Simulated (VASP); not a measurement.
Crystal: BAs.

```
CELL_PARAMETERS angstrom
0.00000 2.38850 2.38850
2.38850 0.00000 2.38850
2.38850 2.38850 0.00000
ATOMIC_POSITIONS crystal
B 0.00000 0.00000 0.00000
As 0.25000 0.25000 0.25000
```

```yaml
Program: VASP 6.6.1
Task: relaxation of cell and atoms
Functional: LDA
Potentials_or_basis: VASP PAW LDA potentials, release 64 (B, As)
Cutoff: 600 eV
k_mesh: 10 × 10 × 10
Occupations: fermi-dirac, width 0.02 eV
Spin: no spin polarisation
```

At the start: pressure -3.1 GPa; volume 13.63 Å³/atom.

Task: How do energy, volume and symmetry change on relaxing?

Result: Over 3 steps the energy falls by 2.9 meV/atom and the volume is 13.33 Å³/atom (-2.2 %); space group F-43m (No. 216, to 0.1 Å) before and after.

Step by step:
| step | energy change (eV) | largest force (eV/Å) | pressure (GPa) | volume (Å³) |
| --- | --- | --- | --- | --- |
| 1 | 0.0000 | 0.0000 | -3.09 | 27.25 |
| 2 | -0.0025 | 0.0000 | 2.51 | 26.23 |
| 3 | -0.0058 | 0.0000 | -0.01 | 26.66 |

Final structure:
```
B As
1.0
     0.00000    2.37115    2.37115
     2.37115    0.00000    2.37115
     2.37115    2.37115    0.00000
B As
1 1
Direct
  0.00000 0.00000 0.00000
  0.25000 0.25000 0.25000
```
